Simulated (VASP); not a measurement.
Wanted: the native input for a VASP 6.6.1 run.

```
Task                   : single point
Functional             : RPBE
Potentials or basis    : VASP PAW PBE potentials, release 64 (Ir)
Cutoff                 : 520 eV
k mesh                 : 11 × 11 × 11
Occupations            : fermi-dirac, width 0.1 eV
Spin                   : no spin polarisation
Dipole correction      : no
Further INCAR settings : ALGO = Normal; EDIFF = 1e-07; NBANDS = 16
```

The structure of Ir lies in POSCAR:

```
Ir
1.0
    0.0000000000      2.8725384298      2.8725384298
    2.8725384298      0.0000000000      2.8725384298
    2.8725384298      2.8725384298      0.0000000000
Ir
2
Direct
    0.1250000000      0.1250000000      0.1250000000
    0.8750000000      0.8750000000      0.8750000000
```

This cell differs from its parent crystal: volume scaled by 1.08.

These files were run (other wordings do the same):

INCAR

```
PREC = Accurate
ENCUT = 520
EDIFF = 1E-7
ISMEAR = -1
SIGMA = 0.1
LREAL = False
LASPH = True
NELM = 80
ALGO = Normal
ISIF = 2
LWAVE = False
LCHARG = False
GGA = RP
NBANDS = 16
```

KPOINTS

```
Automatic mesh
0
Gamma
  11 11 11
```

Potentials or basis: VASP PAW PBE potentials, release 64 (Ir).

Launch:

```sh
$ cat potpaw_PBE.64/Ir/POTCAR > POTCAR
$ mpirun -np 1 vasp_std > vasp.out
```

Results of the run:

```json
{
  "Pressure": "-11.0 GPa",
  "Band gap on the k mesh": "zero (band 9 reaches 5.01 eV, above the bottom of band 10 at 3.80 eV)"
}
```

Caveat: the PAW data sets were made with another functional, which shifts forces and pressure a little; spin-orbit coupling is left out, which moves the levels of the heavy elements.

Wall time 23 s on 1 thread of Intel(R) Xeon(R) Platinum 8488C (Sapphire Rapids) (shared host), peak memory 0.19 GiB.
